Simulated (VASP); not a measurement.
Write the native input for VASP 6.6.1 that does the following.

| Quantity | Value |
| --- | --- |
| Task | single point |
| Functional | LDA |
| Potentials or basis | VASP PAW LDA potentials, release 64 (Al, O) |
| Cutoff | 520 eV |
| k mesh | 12 × 12 × 4 |
| Occupations | gaussian, width 0.05 eV |
| Spin | no spin polarisation |
| Dipole correction | no |
| Further INCAR settings | ALGO = Normal; EDIFF = 1e-07; NBANDS = 20 |

The structure of Al2O3 lies in POSCAR:

```
Al2O3
1.0
    2.8769908825      0.0000000000      0.0000000000
   -1.4384954413      2.4915471907      0.0000000000
    0.0000000000      0.0000000000      9.0891930888
Al O
2 3
Direct
    0.0000000000      0.0000000000      0.1469612859
    0.0000000000      0.0000000000      0.8530387141
    0.3333333333      0.6666666667      0.2184227737
    0.6666666667      0.3333333333      0.0000000000
    0.3333333333      0.6666666667      0.7815772263
```

This cell differs from its parent crystal: ratio of the length along z to the lengths across it x 0.96, volume and fractional coordinates fixed.

One way to write it, as run:

INCAR

```
SYSTEM = Al2O3
PREC = Accurate ; ENCUT = 520
EDIFF = 1E-7 ; ISMEAR = 0
SIGMA = 0.05 ; LREAL = .FALSE.
LASPH = .TRUE. ; NELM = 100
ALGO = Normal ; ISIF = 2
LWAVE = .FALSE. ; LCHARG = .FALSE.
NBANDS = 20
```

KPOINTS

```
regular mesh
0
G
  12 12 4
  0 0 0
```

Potentials or basis: VASP PAW LDA potentials, release 64 (Al, O).

The run is started by

```sh
$ cat potpaw_LDA.64/Al/POTCAR potpaw_LDA.64/O/POTCAR > POTCAR
$ mpirun -np 1 vasp_std > vasp.out
```

Results of the run:

The pressure is -1.4 GPa, the largest force is 0.637 eV/Å and the band gap on the k mesh is 4.73 eV (least direct gap 5.01 eV).

Run time: 100 s on 1 thread of Intel Xeon 8259CL (shared host), peak memory 0.19 GiB.
